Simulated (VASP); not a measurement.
Runs of VASP 6.6.1 on WC. The structure is that of space group Fm-3m (No. 225), or close to it. The cells are those of the table. 

```csv
cell,gap on the mesh (eV),pressure (GPa)
"a = 3.101 Å, angles 60.0°, 2 atoms",none,(b)
"a = 3.038 Å, angles 60.0°, 2 atoms",none,15.9
"a = 3.132 Å, angles 60.0°, 2 atoms",none,-18.7
"a = 3.162 Å, angles 60.0°, 2 atoms",none,-26.9
"a = 3.070 Å, angles 60.0°, 2 atoms",none,(a)
```

Alike in all rows: task single point; level PBEsol; potentials or basis VASP PAW PBE potentials, release 64 (W_sv, C); no spin polarisation; k mesh 11 × 11 × 11; cutoff (eV) 520; smearing fermi-dirac 0.05 eV.

Question: Fill in the values left out.

Answer: (a) 2.4; (b) -9.0.

Caveats: the PAW data sets were made with another functional, which shifts forces and pressure a little; spin-orbit coupling is left out, which moves the levels of the heavy elements.

A k mesh can miss the band edges, and the runs leave out spin-orbit coupling on W.

A gap of «none» marks levels without a gap at the run's occupations.
